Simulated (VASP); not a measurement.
A run of VASP 6.6.1:

The input INCAR:

```
SYSTEM = CuSn3
PREC = Accurate ; ENCUT = 520
EDIFF = 1E-7 ; ISMEAR = 0
SIGMA = 0.1 ; LREAL = .False.
LASPH = .True. ; NELM = 80
ALGO = Fast ; ISIF = 2
LWAVE = .False. ; LCHARG = .False.
GGA = PE ; NBANDS = 63
```

File KPOINTS:

```
regular mesh
0
Gamma
  6 6 8
  0 0 0
```

POSCAR

```
CuSn3
1.0
    8.4963682565     -0.0000000037      0.0000000000
   -4.2481841250      7.3580707519      0.0000000000
    0.0000000000      0.0000000000      3.3201343765
Cu Sn
2 6
Direct
    0.6666666667      0.3333333333      0.2500000000
    0.3333333333      0.6666666667      0.7500000000
    0.3693064530      0.1846532265      0.7500000000
    0.8153467735      0.1846532265      0.7500000000
    0.8153467735      0.6306935470      0.7500000000
    0.6306935470      0.8153467735      0.2500000000
    0.1846532265      0.8153467735      0.2500000000
    0.1846532265      0.3693064530      0.2500000000
```

Potentials or basis: VASP PAW PBE potentials, release 64 (Cu, Sn_d).

The run is started by

```bash
$ cat potpaw_PBE.64/Cu/POTCAR potpaw_PBE.64/Sn_d/POTCAR > POTCAR
$ mpirun -np 1 vasp_std > vasp.out
```

Hardware: 1 thread of AMD EPYC 9R14 (Zen 4) (shared host).

Q: How long does it take, and how much memory?

A: It took 9.8 min on 1 thread of AMD EPYC 9R14 (Zen 4) (shared host), peak memory 0.51 GiB. Counts: scf iterations 21, k points 35.
